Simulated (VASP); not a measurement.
Pb, 1 atom in the cell. The structure is cubic, space group Fm-3m (No. 225). Conventional cell: a = 5.335 Å, b = 5.335 Å, c = 5.335 Å, α = 90.00°, β = 90.00°, γ = 90.00°. Within 5.0 Å of Pb (site symmetry m-3m) lie 12 Pb at 3.77 Å.  This cell differs from its parent crystal: strain +0.080 along x and y, +0.080 along z.

| Quantity | Value |
| --- | --- |
| Program | VASP 6.6.1 |
| Task | single point |
| Functional | PBE |
| Potentials or basis | VASP PAW PBE potentials, release 64 (Pb_d) |
| Cutoff | 520 eV |
| k mesh | 16 × 16 × 16 |
| Occupations | gaussian, width 0.15 eV |
| Spin | no spin polarisation |
| Dipole correction | no |
| Further INCAR settings | ALGO = Normal; EDIFF = 1e-06; NBANDS = 13 |

Potentials or basis: VASP PAW PBE potentials, release 64 (Pb_d).

Command:

```sh
$ cat potpaw_PBE.64/Pb_d/POTCAR > POTCAR
$ mpirun -np 1 vasp_std > vasp.out
```

Hardware: 1 thread of Intel Xeon 6975P-C, with other jobs on the host.

How long does it take, and how much memory?

It took 32 s on 1 thread of Intel Xeon 6975P-C, with other jobs on the host, peak memory 0.2 GiB. Counts: scf iterations 11, k points 145.
